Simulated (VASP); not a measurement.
Write the native input for VASP 6.6.1 that does the following.

| Property | Result |
| --- | --- |
| Task | single point |
| Functional | r2SCAN |
| Potentials or basis | VASP PAW PBE potentials, release 64 (La) |
| Cutoff | 520 eV |
| k mesh | 10 × 10 × 6 |
| Occupations | fermi-dirac, width 0.1 eV |
| Spin | no spin polarisation |
| Dipole correction | no |
| Further INCAR settings | ALGO = Normal; EDIFF = 1e-07; NBANDS = 18 |

La:

```
La
1.0
     1.91803    3.32212    0.00000
    -1.91803    3.32212    0.00000
     0.00000    0.00000    6.04044
La
2
Cartesian
  0.0000 2.2148 1.5101
  0.0000 4.4295 4.5303
```

The input as run:

POSCAR

```
La
1.0
    1.9180280000      3.3221220000      0.0000000000
   -1.9180280000      3.3221220000      0.0000000000
    0.0000000000      0.0000000000      6.0404390000
La
2
Direct
    0.3333300000      0.3333400000      0.2500000000
    0.6666600000      0.6666700000      0.7500000000
```

INCAR.step1

```
SYSTEM = La
PREC = Accurate
ENCUT = 520
ISMEAR = -1
SIGMA = 0.1
LREAL = .FALSE.
LASPH = .TRUE.
NELM = 100
NBANDS = 18
GGA = PE
ALGO = Normal
EDIFF = 1E-4
LWAVE = .TRUE.
LCHARG = .FALSE.
```

INCAR.step2

```
SYSTEM = La
PREC = Accurate
ENCUT = 520
EDIFF = 1E-7
ISMEAR = -1
SIGMA = 0.1
LREAL = .FALSE.
LASPH = .TRUE.
NELM = 100
ALGO = Normal
ISIF = 2
LWAVE = .FALSE.
LCHARG = .FALSE.
METAGGA = R2SCAN
LMIXTAU = .TRUE.
NBANDS = 18
ISTART = 1
```

KPOINTS

```
Automatic mesh
0
G
  10 10 6
  0 0 0
```

Potentials or basis: VASP PAW PBE potentials, release 64 (La).

Launch:

```sh
$ cat potpaw_PBE.64/La/POTCAR > POTCAR
$ cp INCAR.step1 INCAR
$ mpirun -np 1 vasp_std > vasp.out
$ cp INCAR.step2 INCAR
$ mpirun -np 1 vasp_std > vasp.out
```

It gave:

```yaml
Pressure: -0.2 GPa
Band_gap_on_the_k_mesh: zero (bands 11 and 12 overlap by 1.77 eV)
```

Caveat: the PAW data sets were made with another functional, which shifts forces and pressure a little; spin-orbit coupling is left out, which moves the levels of the heavy elements.

It took 14 min on 1 thread of Intel(R) Xeon(R) Platinum 8375C CPU @ 2.90GHz (Ice Lake), on a shared host, peak memory 0.33 GiB.
